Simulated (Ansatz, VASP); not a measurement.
One calculation of MoW2C4, two programs

```
Mo W C
1.0
     4.33807    0.00000    0.00000
    -2.16903    3.75688    0.00000
     0.00000    0.00000    5.44641
Mo W C
1 2 4
Direct
  0.00000 0.00000 0.50000
  0.33333 0.66667 0.00000
  0.66667 0.33333 0.00000
  0.33333 0.66667 0.37956
  0.33333 0.66667 0.62044
  0.66667 0.33333 0.62044
  0.66667 0.33333 0.37956
```

Alike in both runs: functional PBE; k mesh 5 × 5 × 3; occupations gaussian, width 0.2 eV; no spin polarisation.

Ansatz relaxed the structure, and its values are those at the end. VASP's run is a single point on that final structure, the one shown.

|  | VASP | Ansatz |
| --- | --- | --- |
| version | VASP 6.6.1 | Ansatz 0.2.0 |
| potentials or method | VASP PAW PBE potentials, release 64 (Mo_sv, W_sv, C), cutoff 600 eV | scalar-relativistic, plane waves, PAW |
| valence electrons in the cell | 58 | 58 |

|  | VASP | Ansatz | Ansatz less VASP |
| --- | --- | --- | --- |
| gap on the k mesh at the Fermi level (eV) | none | none | - |
| pressure (GPa) | 0.6 | 0.2 | -0.40 |
| rms of the force components (eV/Å) | 0.060 | 0.030 | -0.0295 |

A gap of «none» marks a metal or a gap that the smearing closes.

The k mesh is coarse, so the values compare programs but aren't converged. Spin-orbit coupling is off throughout.
